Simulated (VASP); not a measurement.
# PbS (Fm-3m) in VASP: a series of runs

The runs below take PbS through single point, with PBE, LDA.

Program: VASP 6.6.1. These are calculated values, not measurements. Logs are shortened: lines on timing, memory, paths and dates and some standing lists are left out, and cuts for length are marked.

## (1) The cell of the first run

It takes space group Fm-3m (No. 225, cubic). Conventional cell: a = 5.974 Å, b = 5.974 Å, c = 5.974 Å, α = 90.00°, β = 90.00°, γ = 90.00°. Pb (site symmetry m-3m) has 6 S at 2.99 Å within 3.9 Å. S (site symmetry m-3m) has 6 Pb at 2.99 Å within 3.9 Å.

## (2) Single point, PBE

File INCAR:

```
PREC = Accurate
ENCUT = 520
EDIFF = 1E-6
ISMEAR = -1
SIGMA = 0.001
LREAL = False
LASPH = True
NELM = 60
ALGO = Normal
ISIF = 2
LWAVE = False
LCHARG = True
GGA = PE
LELF = True
LVHAR = True
NBANDS = 17
```

File KPOINTS:

```
Automatic mesh
0
Gamma
  6 6 6
```

File POSCAR:

```
PbS
1.0
    0.0000000000      2.9872327164      2.9872327164
    2.9872327164      0.0000000000      2.9872327164
    2.9872327164      2.9872327164      0.0000000000
Pb S
1 1
Direct
    0.0000000000      0.0000000000      0.0000000000
    0.5000000000      0.5000000000      0.5000000000
```

Potentials or basis: VASP PAW PBE potentials, release 64 (Pb_d, S).

Command:

```bash
> cat potpaw_PBE.64/Pb_d/POTCAR potpaw_PBE.64/S/POTCAR > POTCAR
> mpirun -np 1 vasp_std > vasp.out
```

OUTCAR:

```text
PREC = Accurate
   ENCUT = 520
   EDIFF = 1E-6
   ISMEAR = -1
   LREAL = False
   LASPH = True
   NELM = 60
   ISIF = 2
   GGA = PE

 ion  position               nearest neighbor table
   1  0.000  0.000  0.000-   2 2.99   2 2.99   2 2.99   2 2.99   2 2.99   2 2.99
   2  0.500  0.500  0.500-   1 2.99   1 2.99   1 2.99   1 2.99   1 2.99   1 2.99

  LATTYP: Found a face centered cubic cell.
 ALAT       =     5.9744654328

  Lattice vectors:

 A1 = (   0.0000000000,   2.9872327164,   2.9872327164)
 A2 = (   2.9872327164,   0.0000000000,   2.9872327164)
 A3 = (   2.9872327164,   2.9872327164,   0.0000000000)

Analysis of symmetry for initial positions (statically):
=====================================================================
 Subroutine PRICEL returns:
 Original cell was already a primitive cell.

 Routine SETGRP: Setting up the symmetry group for a
 face centered cubic supercell.

 Subroutine GETGRP returns: Found 48 space group operations
 (whereof 48 operations were pure point group operations)
 out of a pool of 48 trial point group operations.

The static configuration has the point symmetry O_h .

Analysis of symmetry for dynamics (positions and initial velocities):
=====================================================================
 Subroutine PRICEL returns:
 Original cell was already a primitive cell.

 Routine SETGRP: Setting up the symmetry group for a
 face centered cubic supercell.

 Subroutine GETGRP returns: Found 48 space group operations
 (whereof 48 operations were pure point group operations)
 out of a pool of 48 trial point group operations.

The dynamic configuration has the point symmetry O_h .

 Subroutine INISYM returns: Found 48 space group operations
 (whereof 48 operations are pure point group operations),
 and found     1 'primitive' translations

----------------------------------------------------------------------------------------

                                     Primitive cell

  volume of cell :      53.3135

  direct lattice vectors                    reciprocal lattice vectors
     0.000000000  2.987232716  2.987232716    -0.167378992  0.167378992  0.167378992
     2.987232716  0.000000000  2.987232716     0.167378992 -0.167378992  0.167378992
[... 69 lines left out ...]
   ICHARG =      2    charge: 1-file 2-atom 10-const
   ISPIN  =      1    spin polarized calculation?
   LNONCOLLINEAR =      F non collinear calculations
   LSORBIT =      F    spin-orbit coupling
   LASPH  =      T    aspherical Exc in radial PAW
   ENCUT  =  520.0 eV  38.22 Ry    6.18 a.u.   7.85  7.85  7.85*2*pi/ulx,y,z
   NELM   =     60;   NELMIN=  2; NELMDL= -5     # of ELM steps
   EDIFF  = 0.1E-05   stopping-criterion for ELM
   LREAL  =      F    real-space projection
   EDIFFG = 0.1E-04   stopping-criterion for IOM
   NSW    =      0    number of steps for IOM
   IBRION =     -1    ionic relax: 0-MD 1-quasi-New 2-CG
   NFREE  =      0    steps in history (QN), initial steepest desc. (CG)
   ISIF   =      2    stress and relaxation
   ISYM   =      2    0-nonsym 1-usesym 2-fastsym
   POTIM  = 0.5000    time-step for ionic-motion
   TEBEG  =    0.0;   TEEND  =   0.0 temperature during run
   PSTRESS=    0.0 pullay stress
   NELECT =      20.0000    total number of electrons
   NUPDOWN=      -1.0000    fix difference up-down
   EMIN   =  10.00;   EMAX   =-10.00  energy-range for DOS
   EFERMI =   0.00;   METHOD = LEGACY
   ISMEAR =    -1;   SIGMA  =   0.00  broadening in eV -4-tet -1-fermi 0-gaus
   EFERMI_NEDOS =   21; number of points for ismear=-14 and -15
   IALGO  =     38    algorithm
   IMIX   =      4    mixing-type and parameters
     AMIX     =   0.40;   BMIX     =  1.00
     AMIX_MAG =   1.60;   BMIX_MAG =  1.00
  volume/ion in A,a.u.               =      26.66       179.89
  Fermi-wavevector in a.u.,A,eV,Ry     =   1.180699  2.231197 18.967196  1.394050
  Thomas-Fermi vector in A             =   2.316986
   LORBIT       =      0    0 simple, 1 ext, 2 COOP (PROOUT), +10 PAW based schemes
   GGA     = PE    functional components
   LHFCALC =     F    Hartree Fock is set to
   AEXX    =    0.0000 exact exchange contribution
   IVDW    =     0    specifies the selected vdW correction
   LEPSILON=     F    determine dielectric tensor
   LRPA    =     F    only Hartree local field effects (RPA)
 non-spin polarized calculation
  energy-cutoff  :      520.00
  volume of cell :       53.31
 maximum number of plane-waves:      1459
   NGX = 15   NGY = 15   NGZ = 15

 number of electron      20.0000001 magnetization

 Free energy of the ion-electron system (eV)
  ---------------------------------------------------
  ext. energy  EPLUGINS =         0.00000000
  ---------------------------------------------------
  free energy    TOTEN  =        -8.76862995 eV

  energy without entropy =       -8.76862995  energy(sigma->0) =       -8.76862995

 E-fermi :   5.6045     XC(G=0):  -9.5816

 val. band max:        5.5156418374   @ k =   0.5000   0.0000   0.0000
 cond. band min:       5.9582207096   @ k =   0.5000   0.0000   0.0000
 fundamental gap:      0.4425788721
 Fermi energy:         5.6044606160

 k-point     1 :       0.0000    0.0000    0.0000
  band No.  band energies     occupation
      1     -11.2494      2.00000
      2     -11.2494      2.00000
      3     -11.2494      2.00000
      4     -11.2326      2.00000
      5     -11.2326      2.00000
      6      -7.8660      2.00000
[... 297 lines left out ...]
      4     -11.2140      2.00000
      5     -11.1934      2.00000
      6      -6.2537      2.00000
[... 9 lines left out ...]
     16      17.3187      0.00000
     17      17.8103      0.00000

------------------------ aborting loop because EDIFF is reached ----------------------------------------

  FORCE on cell =-STRESS in cart. coord.  units (eV):
  Direction    XX          YY          ZZ          XY          YZ          ZX
  --------------------------------------------------------------------------------------
  -------------------------------------------------------------------------------------
  Total        0.2775486      0.2775486      0.2775486     -0.0000000     -0.0000000      0.0000000
  in kB        8.3408898      8.3408898      8.3408898     -0.0000000     -0.0000000      0.0000000
  external PRESSURE =       8.3408898 kB  Pullay stress =       0.0000000 kB

 VOLUME and BASIS-vectors are now :
 -----------------------------------------------------------------------------
  energy-cutoff  :      520.00
  volume of cell :       53.31
      direct lattice vectors                 reciprocal lattice vectors
     0.000000000  2.987232716  2.987232716    -0.167378992  0.167378992  0.167378992
     2.987232716  0.000000000  2.987232716     0.167378992 -0.167378992  0.167378992
     2.987232716  2.987232716  0.000000000     0.167378992  0.167378992 -0.167378992

 POSITION                                       TOTAL-FORCE (eV/Angst)
 -----------------------------------------------------------------------------------
      0.00000      0.00000      0.00000        -0.000000      0.000000      0.000000
      2.98723      2.98723      2.98723         0.000000     -0.000000     -0.000000
 -----------------------------------------------------------------------------------
    total drift:                                0.000000     -0.000000     -0.000000

  FREE ENERGIE OF THE ION-ELECTRON SYSTEM (eV)
  ---------------------------------------------------
  free  energy   TOTEN  =        -8.7686299465 eV

  energy  without entropy=       -8.7686299465  energy(sigma->0) =       -8.76862995
```

stdout:

```text
POSCAR found type information on POSCAR PbS
 POSCAR found :  2 types and       2 ions
 scaLAPACK will be used
 LDA part: xc-table for (Slater+PW92), standard interpolation
 POSCAR, INCAR and KPOINTS ok, starting setup
 FFT: planning ... GRIDC
 FFT: planning ... GRID_SOFT
 FFT: planning ... GRID
 WAVECAR not read
 entering main loop
```

Run time: 10 s. Hardware: 1 thread of Intel Xeon Platinum 8259CL at 2.50GHz (Skylake/Cascade Lake), shared host; peak memory 0.17 GiB.

Results:

```
Free energy            : -8.7686 eV
Pressure               : 0.8 GPa
Band gap on the k mesh : 0.44 eV
```

Caveat: spin-orbit coupling is left out, which moves the levels of the heavy elements. A k mesh can miss the band edges.

## (3) Single point, LDA

File INCAR:

```
  PREC = Accurate
  ENCUT = 520
  EDIFF = 1E-6
  ISMEAR = 0
  SIGMA = 0.01
  LREAL = F
  LASPH = T
  NELM = 80
  ALGO = Normal
  ISIF = 2
  LWAVE = F
  LCHARG = T
  GGA = CA
  LELF = T
  LVHAR = T
  NBANDS = 17
```

File KPOINTS:

```
regular mesh
0
Gamma
  6 6 6
```

POSCAR is that of step 2.

Potentials or basis: VASP PAW LDA potentials, release 64 (Pb_d, S).

Command:

```bash
> cat potpaw_LDA.64/Pb_d/POTCAR potpaw_LDA.64/S/POTCAR > POTCAR
> mpirun -np 1 vasp_std > vasp.out
```

Run time: 9 s. Hardware: 1 thread of Intel Xeon Platinum 8259CL at 2.50GHz (Skylake/Cascade Lake), shared host; peak memory 0.15 GiB.

Results (log left out):

```yaml
Free_energy: -9.9624 eV
Pressure: -3.7 GPa
Band_gap_on_the_k_mesh: 0.28 eV
```

Levels at points of the mesh, in eV from the valence-band top:
```tsv
k point	band 7	band 8	band 9	band 10	band 11	band 12	band 13	band 14
(0.00, 0.00, 0.00)	-6.10	-2.04	-2.04	-2.04	5.03	5.03	5.03	6.72
(0.50, 0.00, 0.00)	-8.78	-1.65	-1.65	0.00	0.28	1.90	1.90	8.47
(0.50, 0.50, 0.00)	-7.23	-5.05	-3.30	-3.30	3.84	5.41	5.50	5.50
```

Caveat: the cell stands under tension; spin-orbit coupling is left out, which moves the levels of the heavy elements.
